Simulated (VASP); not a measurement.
## InSb: single point with PBE

Crystal: InSb.

```
CELL_PARAMETERS angstrom
0.00000 3.28769 3.33627
3.28769 0.00000 3.33627
3.28769 3.28769 0.00000
ATOMIC_POSITIONS crystal
In 0.00000 0.00000 0.00000
Sb 0.75000 0.75000 0.75000
```

This cell differs from its parent crystal: strain +0.015 along x and y, +0.030 along z.

```json
{
 "Program": "VASP 6.6.1",
 "Task": "single point",
 "Functional": "PBE",
 "Potentials or basis": "VASP PAW PBE potentials, release 64 (In_d, Sb)",
 "Cutoff": "520 eV",
 "k mesh": "12 × 12 × 12",
 "Occupations": "gaussian, width 0.15 eV",
 "Spin": "no spin polarisation"
}
```

```yaml
Pressure: 0.4 GPa
Band_gap_on_the_k_mesh: zero (filled and empty bands touch)
```

Stress tensor (GPa, compression positive):
```
0.58 0.00 0.00
0.00 0.58 0.00
0.00 0.00 0.18
```

Levels at points of the mesh, in eV from the Fermi level:
| k point | band 5 | band 6 | band 7 | band 8 | band 9 | band 10 | band 11 | band 12 | band 13 | band 14 |
| --- | --- | --- | --- | --- | --- | --- | --- | --- | --- | --- |
| (0.00, 0.00, 0.00) | -14.54 | -10.48 | -0.65 | -0.17 | -0.10 | -0.10 | 2.83 | 2.83 | 2.86 | 5.55 |
| (0.50, 0.00, 0.00) | -14.54 | -9.26 | -5.48 | -1.09 | -1.00 | 0.31 | 3.65 | 3.71 | 6.00 | 7.82 |
| (0.50, 0.50, 0.00) | -14.54 | -8.75 | -5.84 | -2.15 | -2.15 | 1.30 | 1.37 | 7.67 | 7.67 | 8.24 |
| (0.50, 0.00, 0.50) | -14.54 | -8.71 | -5.77 | -2.23 | -2.22 | 1.20 | 1.30 | 7.65 | 7.70 | 8.32 |

It took 2.7 min on 1 thread of Intel(R) Xeon(R) Platinum 8259CL CPU @ 2.50GHz (Skylake/Cascade Lake), on a shared host, peak memory 0.35 GiB.

Caveat: the cell differs from its parent crystal (strain +0.015 along x and y, +0.030 along z); semilocal functionals underestimate gaps, so a narrow gap can read as zero; spin-orbit coupling is left out, which moves the levels of the heavy elements.
